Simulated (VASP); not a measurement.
Crystal: CaSe.

```xyz
2
Lattice="0.0000 2.9949 2.9949 2.9949 0.0000 2.9949 2.9949 2.9949 0.0000" Properties=species:S:1:pos:R:3 pbc="T T T"
Se    2.9949    2.9949    2.9949
Ca    0.0000    0.0000    0.0000
```

Base run:

| Quantity | Value |
| --- | --- |
| Program | VASP 6.6.1 |
| Functional | r2SCAN |
| Potentials or basis | VASP PAW PBE potentials, release 64 (Se, Ca_sv) |
| Cutoff | 520 eV |
| k mesh | 8 × 8 × 8 |
| Occupations | fermi-dirac, width 0.05 eV |
| Spin | no spin polarisation |

Its results: band gap on the k mesh 2.58 eV, indirect (least direct gap 3.49 eV); pressure -1.1 GPa.

Q: The run is repeated on the same cell with these changes: functional from r2SCAN to LDA; potentials or basis from VASP PAW PBE potentials, release 64 (Se, Ca_sv) to VASP PAW LDA potentials, release 64 (Se, Ca_sv). What comes out?

A: Band gap on the k mesh 1.95 eV, indirect (least direct gap 2.86 eV); pressure -4.5 GPa.

Caveats: the PAW data sets were made with another functional, which shifts forces and pressure a little (some runs).

A k mesh can miss the band edges.
